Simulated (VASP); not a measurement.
A run of VASP 6.6.1 is set up as follows.

File INCAR:

```
ALGO = Normal
EDIFF = 1E-6
ENCUT = 520
GGA = PE
ISIF = 2
ISMEAR = 0
LASPH = T
LCHARG = F
LREAL = Auto
LWAVE = F
NBANDS = 86
NELECT = 146.0
NELM = 60
PREC = Accurate
SIGMA = 0.01
```

Contents of KPOINTS:

```
k-points
0
Gamma
  2 2 2
```

File POSCAR:

```
Ga8P8H
1.0
    0.0000000000      5.5051169748     -5.5051169748
    5.5051169748      5.5051169748      0.0000000000
    5.5051169748      0.0000000000     -5.5051169748
Ga P H
8 8 1
Direct
    0.5025197419      0.5025197419     -0.0025197419
    0.5025197419     -0.0025197419     -0.0025197419
    0.9974802581      0.5025197419     -0.0025197419
    1.0000000000      0.0000000000      0.0000000000
    0.5000000000      0.5000000000      0.5000000000
    0.5025197419     -0.0025197419      0.5025197419
    0.9974802581      0.5025197419      0.5025197419
    0.9974802581     -0.0025197419      0.5025197419
    0.3746608459      0.3746608459      0.3746608459
    0.3746608459      0.8760174622      0.3746608459
    0.8760174622      0.3746608459      0.3746608459
    0.8743821634      0.8743821634      0.3768535099
    0.3746608459      0.3746608459      0.8760174622
    0.3768535099      0.8743821634      0.8743821634
    0.8743821634      0.3768535099      0.8743821634
    0.8743821634      0.8743821634      0.8743821634
    0.7500000000      0.7500000000      0.7500000000
```

Potentials or basis: VASP PAW PBE potentials, release 64 (Ga_d, P, H).

Run with:

```console
$ cat potpaw_PBE.64/Ga_d/POTCAR potpaw_PBE.64/P/POTCAR potpaw_PBE.64/H/POTCAR > POTCAR
$ mpirun -np 1 vasp_std > vasp.out
```

Task: What does it give for the largest force?

Result: 0.010 eV/Å.

Forces in eV/Å, atoms in the order of the input:
```
Ga   0.000  0.000  0.000
Ga   0.000  0.000  0.000
Ga   0.000  0.000  0.000
Ga   0.000  0.000  0.000
Ga   0.000  0.000  0.000
Ga   0.000  0.000  0.000
Ga   0.000  0.000  0.000
Ga   0.000  0.000  0.000
P   -0.006 -0.006  0.006
P    0.006  0.006  0.006
P   -0.006  0.006 -0.006
P    0.001 -0.001 -0.001
P    0.006 -0.006 -0.006
P   -0.001  0.001 -0.001
P    0.001  0.001  0.001
P   -0.001 -0.001  0.001
H    0.000  0.000  0.000
```

Caveat: the k points lie up to 0.49 Å⁻¹ apart; the cell carries a net charge on a neutralising background, which shifts energy and pressure; the cell differs from its parent crystal (with an interstitial atom, then relaxed in part).
